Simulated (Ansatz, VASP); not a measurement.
**Sb in VASP and in Ansatz**

```
Sb
1.0
     0.00000    2.54035    2.54035
     2.54035    0.00000    2.54035
     2.54035    2.54035    0.00000
Sb
1
Cartesian
  0.0000 0.0000 0.0000
```

Alike in both runs: task single point; functional BLYP; k mesh 12 × 12 × 12; occupations fermi-dirac, width 0.1 eV; no spin polarisation.

|  | VASP | Ansatz |
| --- | --- | --- |
| version | VASP 6.6.1 | Ansatz 0.2.0 |
| potentials or method | VASP PAW PBE potentials, release 64 (Sb), cutoff 520 eV | plane waves (420 eV) with PAW, scalar-relativistic |
| valence electrons in the cell | 5 | 15 |

VASP gave:

| Quantity | Value |
| --- | --- |
| pressure (GPa) | -2.7 |

Q: Which values does Ansatz return?

A: Pressure (GPa): -2.8.

VASP's potentials were made for PBE, not for BLYP. The functional is the same, so the differences come from potentials, cutoffs and numerics. VASP's potentials hold 5 valence electrons a cell and Ansatz's 15, so a difference there can come from the potentials and not from the codes.

Spin-orbit coupling is off throughout.
